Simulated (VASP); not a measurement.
A run of VASP 6.6.1 is set up as follows.

File INCAR:

```
SYSTEM = Ti
ALGO     = Fast           ! electronic algorithm
EDIFF    = 1E-6           ! SCF threshold, eV
ENCUT    = 520            ! plane-wave cutoff, eV
GGA      = CA             ! functional
ISIF     = 2              ! what is computed and relaxed
ISMEAR   = 0              ! smearing method
LASPH    = .TRUE.         ! aspherical terms in the spheres
LCHARG   = .FALSE.        ! write CHGCAR
LREAL    = .FALSE.        ! projectors in reciprocal space
LWAVE    = .FALSE.        ! write WAVECAR
NBANDS   = 12             ! bands
NELM     = 60             ! most SCF steps
PREC     = Accurate       ! precision mode
SIGMA    = 0.15           ! smearing width, eV
```

File KPOINTS:

```
k-points
0
G
  22 22 22
  0 0 0
```

File POSCAR:

```
Ti
1.0
    0.0000000000      2.3952944875      1.5071192915
    2.3952944875      0.0000000000      1.5071192915
    2.3952944875      2.3952944875      0.0000000000
Ti
1
Direct
    0.0000000000      0.0000000000      0.0000000000
```

Potentials or basis: VASP PAW LDA potentials, release 64 (Ti_sv).

Launch:

```sh
$ cat potpaw_LDA.64/Ti_sv/POTCAR > POTCAR
$ mpirun -np 1 vasp_std > vasp.out
```

Task: Estimate the pressure.

Result: -9.0 GPa.

Task: Estimate the band gap on the k mesh.

Result: Zero (bands 6 and 7 overlap by 1.49 eV).

Stress tensor (GPa, compression positive):
```
 -8.30   0.00   0.00
  0.00  -8.30   0.00
  0.00   0.00 -10.29
```

Caveat: the cell stands under tension.
